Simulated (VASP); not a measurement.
**ZnSe (f.bd3): single point with PBE+D3(BJ)**

ZnSe (f.bd3):

```
Zn Se
1.0
     0.00000    2.82500    2.82500
     2.82500    0.00000    2.82500
     2.82500    2.82500    0.00000
Zn Se
1 1
Direct
  0.00000 0.00000 0.00000
  0.25000 0.25000 0.25000
```

```
Program                : VASP 6.6.1
Task                   : single point
Functional             : PBE
Dispersion             : D3(BJ)
Potentials or basis    : VASP PAW PBE potentials, release 64 (Zn, Se)
Cutoff                 : 500 eV
k mesh                 : 6 × 6 × 6
Occupations            : gaussian, width 0.1 eV
Spin                   : no spin polarisation
Dipole correction      : no
Further INCAR settings : ALGO = Normal; EDIFF = 1e-06; NBANDS = 16
```

- Pressure: 0.4 GPa
- Band gap on the k mesh: 1.33 eV, direct
- Dispersion energy per atom: -0.326 eV

Levels at points of the mesh, in eV from the valence-band top:
```tsv
k point	band 6	band 7	band 8	band 9	band 10	band 11	band 12	band 13
(0.00, 0.00, 0.00)	-6.21	0.00	0.00	0.00	1.33	5.79	5.79	5.79
(0.50, 0.00, 0.00)	-6.04	-5.29	-0.88	-0.88	2.56	6.38	6.38	8.60
(0.50, 0.50, 0.00)	-6.02	-4.80	-2.22	-2.22	2.96	3.46	10.81	11.31
```

It took 14 s on 1 thread of Intel(R) Xeon(R) Platinum 8488C (Sapphire Rapids) (shared host), peak memory 0.17 GiB.

PBE gaps usually lie below the measured ones, often by a third to a half.
